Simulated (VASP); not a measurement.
A run of VASP 6.6.1:

INCAR

```
  PREC = Accurate
  ENCUT = 520
  EDIFF = 1E-7
  ISMEAR = -1
  SIGMA = 0.1
  LREAL = False
  LASPH = True
  NELM = 60
  ALGO = Normal
  ISIF = 2
  LWAVE = False
  LCHARG = False
  GGA = PE
  NBANDS = 16
```

KPOINTS

```
regular mesh
0
Gamma
  7 7 4
```

The input POSCAR:

```
MgO
1.0
    3.3077869865      0.0000000000      0.0000000000
   -1.6538934933      2.8646275606      0.0000000000
    0.0000000000      0.0000000000      4.9828816700
Mg O
2 2
Direct
    0.6635620000      0.3496300000      0.4870640000
    0.3227370000      0.6737780000      0.0089120000
    0.6632130000      0.3311210000      0.9070510000
    0.3041830000      0.6610780000      0.4125900000
```

Potentials or basis: VASP PAW PBE potentials, release 64 (Mg, O).

Command:

```console
$ cat potpaw_PBE.64/Mg/POTCAR potpaw_PBE.64/O/POTCAR > POTCAR
$ mpirun -np 1 vasp_std > vasp.out
```

Hardware: 1 thread of Intel Xeon 8259CL, on a shared host.

Problem. Estimate the wall time of this run.

Solution. It took 100 s on 1 thread of Intel Xeon 8259CL, on a shared host, peak memory 0.22 GiB. Counts: scf iterations 14, k points 99.
